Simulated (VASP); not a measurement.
Here is a VASP 6.6.1 calculation.

File INCAR:

```
ALGO     = Normal         # electronic algorithm
EDIFF    = 1E-6           # SCF threshold, eV
EDIFFG   = -0.04          # ionic threshold
ENCUT    = 600            # plane-wave cutoff, eV
GGA      = PE             # functional
IBRION   = 2              # ionic algorithm
ISIF     = 3              # what is computed and relaxed
ISMEAR   = 0              # smearing method
LASPH    = T              # aspherical terms in the spheres
LCHARG   = F              # write CHGCAR
LREAL    = F              # projectors in reciprocal space
LWAVE    = F              # write WAVECAR
NELM     = 60             # most SCF steps
NSW      = 90             # ionic steps
PREC     = Accurate       # precision mode
SIGMA    = 0.1            # smearing width, eV
```

KPOINTS

```
k-points
0
Gamma
  4 4 4
```

POSCAR

```
As3Pt
1.0
    4.2330406847      0.0000000000      0.0000000000
    0.0000000000      4.2330406847      0.0000000000
    0.0000000000      0.0000000000      4.2330406847
As Pt
3 1
Direct
    0.0000000000      0.5000000000      0.5000000000
    0.5000000000      0.0000000000      0.5000000000
    0.5000000000      0.5000000000      0.0000000000
    0.0000000000      0.0000000000      0.0000000000
```

Potentials or basis: VASP PAW PBE potentials, release 64 (As, Pt).

Run with:

```bash
$ cat potpaw_PBE.64/As/POTCAR potpaw_PBE.64/Pt/POTCAR > POTCAR
$ mpirun -np 1 vasp_std > vasp.out
```

(1) Predict the relaxed cell.

(2) Estimate the space group after relaxing (to 0.1 Å).

(3) Predict the band gap on the k mesh.

(4) Estimate the relaxed volume.

Results:

(1) a = 4.150 Å, b = 4.150 Å, c = 4.150 Å, α = 90.00°, β = 90.00°, γ = 90.00°.

(2) Pm-3m (No. 221).

(3) zero (an odd number of electrons rules out a gap without spin polarisation).

(4) 17.87 Å³/atom.

Caveat: the k points lie up to 0.38 Å⁻¹ apart in the final cell, too coarse for converged energies and pressures of a metal; spin-orbit coupling is left out, which moves the levels of the heavy elements.
